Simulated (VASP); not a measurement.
**SrVO3: single point with PBE+U**

The system is SrVO3.

```xyz
5
Lattice="3.8425 0.0000 0.0000 0.0000 3.8425 0.0000 0.0000 0.0000 3.8425" Properties=species:S:1:pos:R:3 pbc="T T T"
Sr    0.0000    0.0000    0.0000
V     1.9212    1.9212    1.9212
O     1.9212    0.0000    1.9212
O     0.0000    1.9212    1.9212
O     1.9212    1.9212    0.0000
```

```
Program                : VASP 6.6.1
Task                   : single point
Functional             : PBE
Potentials or basis    : VASP PAW PBE potentials, release 64 (Sr_sv, V_sv, O_h)
Cutoff                 : 910 eV
k mesh                 : 5 × 5 × 5
Occupations            : fermi-dirac, width 0.1 eV
Spin                   : collinear spin, ferromagnetic start
Starting moments       : [0.0, 1.19, 0.0, 0.0, 0.0] μB
Fixed moment           : 1.19 μB
Hubbard terms          : V d U = 6.2 eV
Dipole correction      : no
Further INCAR settings : ALGO = Normal; EDIFF = 1e-06; NBANDS = 32
```

```json
{
 "Pressure": "12.2 GPa",
 "Net moment": "1.19 μB per cell",
 "Site moments": "Sr -0.00; V +1.31; O -0.04 μB",
 "Valence electrons inside the program's atomic spheres": "Sr 8.03; V 11.47; O 3.39"
}
```

Eigenvalues of the final occupation matrices:
```csv
site,spin,trace,eigenvalues
site 2 d,1,2.07,0.30 0.30 0.49 0.49 0.49
site 2 d,2,0.78,0.08 0.08 0.08 0.27 0.27
```

It took 2.6 min on 1 thread of AMD EPYC 7R43 64-Core Processor (Zen 3), with other jobs on the host, peak memory 0.29 GiB.

Caveat: the cutoff is under 1.25 times the usual one of these potentials, so pressure, stress and relaxed cells hold a basis-set (Pulay) error; the cell stands under pressure; the total moment is fixed, so each spin has its own Fermi level. The state reached can hang on the start; a lower one may exist.
